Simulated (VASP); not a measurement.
Runs of VASP 6.6.1 on ZrC. The structure is that of space group Fm-3m (No. 225), or close to it. The cells are those of the table. 

```tsv
level	potentials or basis	cell	k mesh	cutoff (eV)	smearing	gap on the mesh (eV)	pressure (GPa)
r2SCAN+D3(BJ)	VASP PAW PBE potentials, release 64 (Zr_sv, C)	a = 3.332 Å, angles 60.0°, 2 atoms	12 × 12 × 12	660	tetrahedron	none	-2.3
r2SCAN	VASP PAW PBE potentials, release 64 (Zr_sv, C)	a = 3.327 Å, angles 60.0°, 2 atoms	12 × 12 × 12	660	gaussian 0.05 eV	none	1.1
r2SCAN	VASP PAW PBE potentials, release 64 (Zr_sv, C)	a = 3.376 Å, angles 60.0°, 2 atoms	12 × 12 × 12	660	gaussian 0.05 eV	none	(b)
r2SCAN	VASP PAW PBE potentials, release 64 (Zr_sv, C)	a = 3.354 Å, angles 60.0°, 2 atoms	12 × 12 × 12	660	gaussian 0.05 eV	none	-4.3
LDA	VASP PAW LDA potentials, release 64 (Zr_sv, C)	a = 3.332 Å, angles 60.0°, 2 atoms	12 × 12 × 12	600	gaussian 0.05 eV	none	-9.6
r2SCAN	VASP PAW PBE potentials, release 64 (Zr_sv, C)	a = 3.334 Å, angles 60.0°, 2 atoms	12 × 12 × 12	660	gaussian 0.05 eV	none	-0.4
r2SCAN	VASP PAW PBE potentials, release 64 (Zr_sv, C)	a = 3.332 Å, angles 60.0°, 2 atoms	12 × 12 × 12	660	gaussian 0.05 eV	none	0.1
r2SCAN	VASP PAW PBE potentials, release 64 (Zr_sv, C)	a = 3.309 Å, angles 60.0°, 2 atoms	12 × 12 × 12	660	gaussian 0.05 eV	none	5.0
r2SCAN	VASP PAW PBE potentials, release 64 (Zr_sv, C)	a = 3.287 Å, angles 60.0°, 2 atoms	12 × 12 × 12	660	gaussian 0.05 eV	none	(a)
r2SCAN	VASP PAW PBE potentials, release 64 (Zr_sv, C)	a = 3.332 Å, angles 60.0°, 2 atoms	12 × 12 × 12	660	methfessel-paxton 0.05 eV	none	0.1
PBE	VASP PAW PBE potentials, release 64 (Zr_sv, C)	a = 3.335 Å, angles 60.0°, 2 atoms	8 × 8 × 8	600	gaussian 0.05 eV	none	(c)
PBE	VASP PAW PBE potentials, release 64 (Zr_sv, C)	a = 3.327 Å, angles 60.0°, 2 atoms	8 × 8 × 8	600	gaussian 0.05 eV	none	0.7
```

Alike in all rows: task single point; no spin polarisation.

Task: Estimate the missing entries.

Result: (a) 10.3; (b) -8.3; (c) -0.9.

Caveats: the PAW data sets were made with another functional, which shifts forces and pressure a little (at least some runs); the cell stands under tension (at least some runs); the cell stands under pressure (at least some runs).

A k mesh can miss the band edges, and the runs leave out spin-orbit coupling on Zr.

A gap of «none» marks levels without a gap at the run's occupations.
